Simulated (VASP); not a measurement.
Wanted: the native input for a VASP 6.6.1 run.

| Quantity | Value |
| --- | --- |
| Task | single point |
| Functional | PBEsol |
| Potentials or basis | VASP PAW PBE potentials, release 64 (Na_pv, Cl) |
| Cutoff | 520 eV |
| k mesh | 8 × 8 × 8 |
| Occupations | gaussian, width 0.05 eV |
| Spin | no spin polarisation |
| Dipole correction | no |
| Further INCAR settings | ALGO = Normal; EDIFF = 1e-06; NBANDS = 14 |

The structure of NaCl lies in POSCAR:

```
NaCl
1.0
    0.0000000000      2.8317500000      2.6052100000
    2.8317500000      0.0000000000      2.6052100000
    2.8317500000      2.8317500000      0.0000000000
Na Cl
1 1
Direct
    0.0000000000      0.0000000000      0.0000000000
    0.5000000000      0.5000000000      0.5000000000
```

This cell differs from its parent crystal: strain +0.000 along x and y, -0.080 along z.

The input as run:

INCAR

```
PREC = Accurate
ENCUT = 520
EDIFF = 1E-6
ISMEAR = 0
SIGMA = 0.05
LREAL = F
LASPH = T
NELM = 80
ALGO = Normal
ISIF = 2
LWAVE = F
LCHARG = F
GGA = PS
NBANDS = 14
```

KPOINTS

```
regular mesh
0
Gamma
  8 8 8
```

Potentials or basis: VASP PAW PBE potentials, release 64 (Na_pv, Cl).

Run with:

```console
$ cat potpaw_PBE.64/Na_pv/POTCAR potpaw_PBE.64/Cl/POTCAR > POTCAR
$ mpirun -np 1 vasp_std > vasp.out
```

Results of the run:

```yaml
Pressure: 2.1 GPa
Band_gap_on_the_k_mesh: 5.18 eV, direct
```

Caveat: the cell differs from its parent crystal (strain +0.000 along x and y, -0.080 along z); the PAW data sets were made with another functional, which shifts forces and pressure a little.

It took 31 s on 1 thread of AMD EPYC 7R43 64-Core Processor (Zen 3) (shared host), peak memory 0.14 GiB.
